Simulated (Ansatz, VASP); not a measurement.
## Two plane-wave programs on Ir

```
CELL_PARAMETERS angstrom
0.00000 1.90609 1.90609
1.90609 0.00000 1.90609
1.90609 1.90609 0.00000
ATOMIC_POSITIONS crystal
Ir 0.00000 0.00000 0.00000
```

Alike in both runs: task single point; functional LDA; k mesh 14 × 14 × 14; no spin polarisation.

|  | VASP | Ansatz |
| --- | --- | --- |
| version | VASP 6.6.1 | Ansatz 0.2.0 |
| potentials or method | VASP PAW LDA potentials, release 64 (Ir), cutoff 520 eV | plane waves (420 eV) with PAW, scalar-relativistic |
| occupations | methfessel-paxton of order 1, width 0.3 eV | cold, width 0.3 eV |
| valence electrons in the cell | 9 | 17 |

```csv
,VASP,Ansatz,Ansatz less VASP
pressure (GPa),2.4,-0.2,-2.56
```

Ansatz warns that its potentials were made for another functional, while VASP's fit it. LDA's correlation is that of Perdew and Zunger in VASP and of Perdew and Wang (1992) in Ansatz. VASP's potentials hold 9 valence electrons a cell and Ansatz's 17, so a difference there can come from the potentials and not from the codes.

Neither program's run includes spin-orbit coupling.
